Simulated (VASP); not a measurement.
Here is a VASP 6.6.1 calculation.

File INCAR:

```
SYSTEM = Y
ALGO = Fast
EDIFF = 1E-6
ENCUT = 520
GGA = PS
ISIF = 2
ISMEAR = 0
LASPH = .TRUE.
LCHARG = .FALSE.
LREAL = .FALSE.
LWAVE = .FALSE.
NBANDS = 18
NELM = 60
PREC = Accurate
SIGMA = 0.1
```

Contents of KPOINTS:

```
k-points
0
G
  14 14 10
  0 0 0
```

File POSCAR:

```
Y
1.0
    2.5382418026      2.5382418026      0.0000000000
   -2.4760299938      2.4760299938      0.0000000000
    0.0000000000      0.0000000000      4.9520599875
Y
2
Direct
    0.0000000000      0.0000000000      0.0000000000
    0.5000000000      0.5000000000      0.5000000000
```

Potentials or basis: VASP PAW PBE potentials, release 64 (Y_sv).

Launch:

```console
$ cat potpaw_PBE.64/Y_sv/POTCAR > POTCAR
$ mpirun -np 1 vasp_std > vasp.out
```

Q: Estimate the band gap on the k mesh.

A: Zero (bands 11 and 12 overlap by 1.79 eV).

Q: Estimate the pressure.

A: -0.5 GPa.

Stress tensor (GPa, compression positive):
```
-0.64 -0.83  0.00
-0.83 -0.64  0.00
 0.00  0.00 -0.31
```

Caveat: the cell differs from its parent crystal (uniaxial strain along a: +2.0 %); the PAW data sets were made with another functional, which shifts forces and pressure a little.
